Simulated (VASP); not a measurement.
# MgF2 (P4_2/mnm) in VASP: further runs, part 2 of 3

VASP 6.6.1.

**3. Single point, LDA (volume scaled by 0.98)**

INCAR reads:

```
PREC     = Accurate       # precision mode
ENCUT    = 600            # plane-wave cutoff, eV
EDIFF    = 1E-6           # SCF threshold, eV
ISMEAR   = -1             # smearing method
SIGMA    = 0.02           # smearing width, eV
LREAL    = False          # projectors in reciprocal space
LASPH    = True           # aspherical terms in the spheres
NELM     = 120            # most SCF steps
ALGO     = Normal         # electronic algorithm
ISIF     = 2              # what is computed and relaxed
LWAVE    = False          # write WAVECAR
LCHARG   = True           # write CHGCAR
LELF     = True           # ELF
LVHAR    = True         
NBANDS   = 25             # bands
GGA_COMPAT= False
```

KPOINTS reads:

```
Automatic mesh
0
Gamma
  5 5 7
```

POSCAR reads:

```
MgF2
1.0
    4.5902836292      0.0000000000      0.0000000000
    0.0000000000      4.5902836292      0.0000000000
    0.0000000000      0.0000000000      2.9956584505
Mg F
2 4
Direct
    0.0000000000      0.0000000000      0.0000000000
    0.5000000000      0.5000000000      0.5000000000
    0.3028000000      0.3028000000      0.0000000000
    0.1972000000      0.8028000000      0.5000000000
    0.6972000000      0.6972000000      0.0000000000
    0.8028000000      0.1972000000      0.5000000000
```

Potentials or basis: VASP PAW LDA potentials, release 64 (Mg, F).

Launch:

```sh
$ cat potpaw_LDA.64/Mg/POTCAR potpaw_LDA.64/F/POTCAR > POTCAR
$ mpirun -np 1 vasp_std > vasp.out
```

OUTCAR:

```text
PREC = Accurate
   ENCUT = 600
   EDIFF = 1E-6
   ISMEAR = -1
   LREAL = False
   LASPH = True
   NELM = 120
   ISIF = 2

 ion  position               nearest neighbor table
   1  0.000  0.000  0.000-   3 1.97   5 1.97   4 1.97   6 1.97   4 1.97   6 1.97   2 3.57   2 3.57
                             2 3.57   2 3.57   2 3.57   2 3.57   2 3.57   2 3.57
   2  0.500  0.500  0.500-   4 1.97   6 1.97   5 1.97   3 1.97   3 1.97   5 1.97   1 3.57   1 3.57
                             1 3.57   1 3.57   1 3.57   1 3.57   1 3.57   1 3.57
   3  0.303  0.303  0.000-   1 1.97   2 1.97   2 1.97
   4  0.197  0.803  0.500-   2 1.97   1 1.97   1 1.97
   5  0.697  0.697  0.000-   1 1.97   2 1.97   2 1.97
   6  0.803  0.197  0.500-   2 1.97   1 1.97   1 1.97

  LATTYP: Found a simple tetragonal cell.
 ALAT       =     4.5902836292
 C/A-ratio  =     0.6526085733

  Lattice vectors:

 A1 = (   4.5902836292,   0.0000000000,   0.0000000000)
 A2 = (   0.0000000000,   4.5902836292,   0.0000000000)
 A3 = (   0.0000000000,   0.0000000000,   2.9956584505)

Analysis of symmetry for initial positions (statically):
=====================================================================
 Subroutine PRICEL returns:
 Original cell was already a primitive cell.

 Routine SETGRP: Setting up the symmetry group for a
 simple tetragonal supercell.

 Subroutine GETGRP returns: Found 16 space group operations
 (whereof  8 operations were pure point group operations)
 out of a pool of 16 trial point group operations.

The static configuration has the point symmetry D_2h.
 The point group associated with its full space group is D_4h.

Analysis of symmetry for dynamics (positions and initial velocities):
=====================================================================
 Subroutine PRICEL returns:
 Original cell was already a primitive cell.

 Routine SETGRP: Setting up the symmetry group for a
 simple tetragonal supercell.

 Subroutine GETGRP returns: Found 16 space group operations
 (whereof  8 operations were pure point group operations)
 out of a pool of 16 trial point group operations.

The dynamic configuration has the point symmetry D_2h.
 The point group associated with its full space group is D_4h.

 Subroutine INISYM returns: Found 16 space group operations
 (whereof  8 operations are pure point group operations),
 and found     1 'primitive' translations

----------------------------------------------------------------------------------------

                                     Primitive cell

  volume of cell :      63.1206

  direct lattice vectors                    reciprocal lattice vectors
     4.590283629  0.000000000  0.000000000     0.217851462  0.000000000  0.000000000
     0.000000000  4.590283629  0.000000000     0.000000000  0.217851462  0.000000000
     0.000000000  0.000000000  2.995658451     0.000000000  0.000000000  0.333816427

  length of vectors
     4.590283629  4.590283629  2.995658451     0.217851462  0.217851462  0.333816427

  position of ions in fractional coordinates (direct lattice)
     0.000000000  0.000000000  0.000000000
     0.500000000  0.500000000  0.500000000
     0.302800000  0.302800000  0.000000000
     0.197200000  0.802800000  0.500000000
     0.697200000  0.697200000  0.000000000
     0.802800000  0.197200000  0.500000000
[... 38 lines left out ...]
  0.000000  0.000000  0.000000      1.000000
  0.200000  0.000000  0.000000      4.000000
  0.400000  0.000000  0.000000      4.000000
  0.200000  0.200000  0.000000      4.000000
  0.400000  0.200000  0.000000      8.000000
  0.400000  0.400000  0.000000      4.000000
[... 16 lines left out ...]
  0.400000  0.200000  0.428571     16.000000
  0.400000  0.400000  0.428571      8.000000
   k-points           NKPTS =     24   k-points in BZ     NKDIM =     24   number of bands    NBANDS=     25
   number of dos      NEDOS =    301   number of ions     NIONS =      6
   total plane-waves  NPLWV =  38400
   dimension x,y,z NGX =    40 NGY =   40 NGZ =   24
   dimension x,y,z NGXF=    80 NGYF=   80 NGZF=   48
   ions per type =               2   4
   NGX,Y,Z   is equivalent  to a cutoff of  14.49, 14.49, 13.32 a.u.
   NGXF,Y,Z  is equivalent  to a cutoff of  28.97, 28.97, 26.64 a.u.
 SYSTEM =  unknown system
   PREC   = accura    normal or accurate (medium, high low for compatibility)
   ISTART =      0    job   : 0-new  1-cont  2-samecut
   ICHARG =      2    charge: 1-file 2-atom 10-const
   ISPIN  =      1    spin polarized calculation?
   LNONCOLLINEAR =      F non collinear calculations
   LSORBIT =      F    spin-orbit coupling
   LASPH  =      T    aspherical Exc in radial PAW
   ENCUT  =  600.0 eV  44.10 Ry    6.64 a.u.   9.17  9.17  5.98*2*pi/ulx,y,z
   NELM   =    120;   NELMIN=  2; NELMDL= -5     # of ELM steps
   EDIFF  = 0.1E-05   stopping-criterion for ELM
   LREAL  =      F    real-space projection
   EDIFFG = 0.1E-04   stopping-criterion for IOM
   NSW    =      0    number of steps for IOM
   IBRION =     -1    ionic relax: 0-MD 1-quasi-New 2-CG
   NFREE  =      0    steps in history (QN), initial steepest desc. (CG)
   ISIF   =      2    stress and relaxation
   ISYM   =      2    0-nonsym 1-usesym 2-fastsym
   POTIM  = 0.5000    time-step for ionic-motion
   TEBEG  =    0.0;   TEEND  =   0.0 temperature during run
   PSTRESS=    0.0 pullay stress
   NELECT =      32.0000    total number of electrons
   NUPDOWN=      -1.0000    fix difference up-down
   EMIN   =  10.00;   EMAX   =-10.00  energy-range for DOS
   EFERMI =   0.00;   METHOD = LEGACY
   ISMEAR =    -1;   SIGMA  =   0.02  broadening in eV -4-tet -1-fermi 0-gaus
   EFERMI_NEDOS =   21; number of points for ismear=-14 and -15
   IALGO  =     38    algorithm
   IMIX   =      4    mixing-type and parameters
     AMIX     =   0.40;   BMIX     =  1.00
     AMIX_MAG =   1.60;   BMIX_MAG =  1.00
  volume/ion in A,a.u.               =      10.52        70.99
  Fermi-wavevector in a.u.,A,eV,Ry     =   1.305372  2.466796 23.184283  1.703997
  Thomas-Fermi vector in A             =   2.436246
   LORBIT       =      0    0 simple, 1 ext, 2 COOP (PROOUT), +10 PAW based schemes
   GGA     = CA    functional components
   LHFCALC =     F    Hartree Fock is set to
   AEXX    =    0.0000 exact exchange contribution
   IVDW    =     0    specifies the selected vdW correction
   LEPSILON=     F    determine dielectric tensor
   LRPA    =     F    only Hartree local field effects (RPA)
 non-spin polarized calculation
  energy-cutoff  :      600.00
  volume of cell :       63.12
 maximum number of plane-waves:      2121
 NGX is ok and might be reduce to    40
   NGX = 19   NGY = 19   NGZ = 11

 number of electron      32.0000003 magnetization

 Free energy of the ion-electron system (eV)
  ---------------------------------------------------
  ext. energy  EPLUGINS =         0.00000000
  ---------------------------------------------------
  free energy    TOTEN  =       -35.07994770 eV

  energy without entropy =      -35.07994770  energy(sigma->0) =      -35.07994770

 E-fermi :  -0.9805     XC(G=0): -10.6333

 val. band max:       -1.3851309082   @ k =   0.0000   0.0000   0.0000
 cond. band min:       5.6224583591   @ k =   0.0000   0.0000   0.0000
 fundamental gap:      7.0075892674
 Fermi energy:        -0.9804589845

 k-point     1 :       0.0000    0.0000    0.0000
  band No.  band energies     occupation
      1     -21.9054      2.00000
      2     -20.9896      2.00000
      3     -20.9896      2.00000
      4     -20.8769      2.00000
      5      -5.7202      2.00000
      6      -4.1271      2.00000
[... 661 lines left out ...]
     24      14.2554      0.00000
     25      15.9185      0.00000

------------------------ aborting loop because EDIFF is reached ----------------------------------------

  FORCE on cell =-STRESS in cart. coord.  units (eV):
  Direction    XX          YY          ZZ          XY          YZ          ZX
  --------------------------------------------------------------------------------------
  -------------------------------------------------------------------------------------
  Total       -1.4182238     -1.4182238     -0.6632741      0.0000000      0.0000000      0.0000000
  in kB      -35.9984678    -35.9984678    -16.8357432      0.0000000      0.0000000      0.0000000
  external PRESSURE =     -29.6108930 kB  Pullay stress =       0.0000000 kB

 VOLUME and BASIS-vectors are now :
 -----------------------------------------------------------------------------
  energy-cutoff  :      600.00
  volume of cell :       63.12
      direct lattice vectors                 reciprocal lattice vectors
     4.590283629  0.000000000  0.000000000     0.217851462  0.000000000  0.000000000
     0.000000000  4.590283629  0.000000000     0.000000000  0.217851462  0.000000000
     0.000000000  0.000000000  2.995658451     0.000000000  0.000000000  0.333816427

 POSITION                                       TOTAL-FORCE (eV/Angst)
 -----------------------------------------------------------------------------------
      0.00000      0.00000      0.00000         0.000000      0.000000      0.000000
      2.29514      2.29514      1.49783         0.000000      0.000000      0.000000
      1.38994      1.38994      0.00000        -0.010835     -0.010835     -0.000000
      0.90520      3.68508      1.49783         0.010835     -0.010835     -0.000000
      3.20035      3.20035      0.00000         0.010835      0.010835      0.000000
      3.68508      0.90520      1.49783        -0.010835      0.010835      0.000000
 -----------------------------------------------------------------------------------
    total drift:                                0.000000     -0.000000     -0.000000

  FREE ENERGIE OF THE ION-ELECTRON SYSTEM (eV)
  ---------------------------------------------------
  free  energy   TOTEN  =       -35.0799476971 eV

  energy  without entropy=      -35.0799476971  energy(sigma->0) =      -35.07994770
```

Run time: 21 s. Hardware: 1 thread of AMD EPYC 9R45 (Zen 5), shared host; peak memory 0.15 GiB.

What came out:

```
Free energy            : -35.0799 eV
Pressure               : -3.0 GPa
Largest force          : 0.015 eV/Å
Band gap on the k mesh : 7.01 eV, direct
```

Forces on the atoms (eV/Å):
```
Mg   0.000  0.000  0.000
Mg   0.000  0.000  0.000
F   -0.011 -0.011  0.000
F    0.011 -0.011  0.000
F    0.011  0.011  0.000
F   -0.011  0.011  0.000
```

Stress tensor (GPa, compression positive):
```
-3.60  0.00  0.00
 0.00 -3.60  0.00
 0.00  0.00 -1.68
```

**4. Single point, LDA (volume scaled by 1.01)**

INCAR reads:

```
SYSTEM = MgF2
PREC = Accurate
ENCUT = 600
EDIFF = 1E-6
ISMEAR = -1
SIGMA = 0.02
LREAL = .False.
LASPH = .True.
NELM = 120
ALGO = Normal
ISIF = 2
LWAVE = .False.
LCHARG = .True.
GGA = CA
LELF = .True.
LVHAR = .True.
NBANDS = 25
GGA_COMPAT = .False.
```

KPOINTS reads:

```
regular mesh
0
Gamma
  5 5 7
  0 0 0
```

Changes to POSCAR since step 3:

```diff
@@ -2,5 +2,5 @@
 1.0
-    4.5902836292      0.0000000000      0.0000000000
-    0.0000000000      4.5902836292      0.0000000000
-    0.0000000000      0.0000000000      2.9956584505
+    4.6366532689      0.0000000000      0.0000000000
+    0.0000000000      4.6366532689      0.0000000000
+    0.0000000000      0.0000000000      3.0259196749
 Mg F
```

Launch:

```sh
$ cat potpaw_LDA.64/Mg/POTCAR potpaw_LDA.64/F/POTCAR > POTCAR
$ mpirun -np 1 vasp_std > vasp.out
```

Run time: 21 s. Hardware: 1 thread of AMD EPYC 9R45 (Zen 5), shared host; peak memory 0.15 GiB.

The run converged. Its results:

```yaml
Free_energy: -35.0323 eV
Pressure: -6.0 GPa
Largest_force: 0.037 eV/Å
Band_gap_on_the_k_mesh: 6.79 eV, direct
```

Forces in eV/Å, atoms in the order of the input:
```
Mg   0.000  0.000  0.000
Mg   0.000  0.000  0.000
F    0.026  0.026  0.000
F   -0.026  0.026  0.000
F   -0.026 -0.026  0.000
F    0.026 -0.026  0.000
```

Stress tensor (GPa, compression positive):
```
-6.47  0.00  0.00
 0.00 -6.47  0.00
 0.00  0.00 -5.14
```

Levels at points of the mesh, in eV from the valence-band top:
```tsv
k point	band 14	band 15	band 16	band 17	band 18	band 19
(0.00, 0.00, 0.00)	-0.34	-0.34	0.00	6.79	11.88	11.88
```

 A k mesh can miss the band edges.

(Part 2 of 3 ends here.)
